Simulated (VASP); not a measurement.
A run of VASP 6.6.1 is set up as follows.

INCAR

```
SYSTEM = HgPd
PREC = Accurate ; ENCUT = 600
EDIFF = 1E-7 ; ISMEAR = -1
SIGMA = 0.15 ; LREAL = .False.
LASPH = .True. ; NELM = 80
ALGO = Fast ; ISIF = 3
LWAVE = .False. ; LCHARG = .False.
IBRION = 2 ; NSW = 80
EDIFFG = -0.001
```

KPOINTS

```
regular mesh
0
Gamma
  14 14 12
  0 0 0
```

Contents of POSCAR:

```
HgPd
1.0
    2.9790427099      0.0000000000      0.0000000000
    0.0000000000      2.9790427099      0.0000000000
    0.0000000000      0.0000000000      3.7033618262
Hg Pd
1 1
Direct
    0.0000000000      0.0000000000      0.0000000000
    0.5000000000      0.5000000000      0.5000000000
```

Potentials or basis: VASP PAW LDA potentials, release 64 (Hg, Pd).

Command:

```bash
$ cat potpaw_LDA.64/Hg/POTCAR potpaw_LDA.64/Pd/POTCAR > POTCAR
$ mpirun -np 1 vasp_std > vasp.out
```

(1) Estimate the band gap on the k mesh.

(2) Estimate the space group after relaxing (to 0.1 Å).

(3) Predict the relaxed cell.

(4) Estimate the relaxed volume.

Answers

(1) zero (bands 11 and 12 overlap by 3.98 eV).

(2) P4/mmm (No. 123).

(3) a = 3.000 Å, b = 3.000 Å, c = 3.696 Å, α = 90.00°, β = 90.00°, γ = 90.00°.

(4) 16.63 Å³/atom.

Caveat: spin-orbit coupling is left out, which moves the levels of the heavy elements.
